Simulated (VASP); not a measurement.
Runs of VASP 6.6.1 on CdO (Monteponite). The structure is that of space group Fm-3m (No. 225), or close to it. The cells are those of the table. 

```tsv
cell	gap on the mesh (eV)	pressure (GPa)
a = 3.255 Å, angles 60.0°, 2 atoms	none	(a)
a = 3.388 Å, angles 60.0°, 2 atoms	none	-0.8
a = 3.366 Å, angles 60.0°, 2 atoms	none	1.6
a = 3.300 Å, angles 60.0°, 2 atoms	none	10.8
a = 3.345 Å, angles 60.0°, 2 atoms	none	4.3
a = 3.323 Å, angles 60.0°, 2 atoms	none	7.4
a = 3.278 Å, angles 60.0°, 2 atoms	none	(b)
```

Alike in all rows: task single point; level PBE; potentials or basis VASP PAW PBE potentials, release 64 (Cd, O); no spin polarisation; k mesh 6 × 6 × 6; cutoff (eV) 600; smearing fermi-dirac 0.05 eV.

Q: Estimate the missing entries.

A: (a) 19.0; (b) 14.7.

Caveats: all runs use coarse meshes.

A k mesh can miss the band edges, and the runs leave out spin-orbit coupling on Cd.

A gap of «none» marks levels without a gap at the run's occupations.
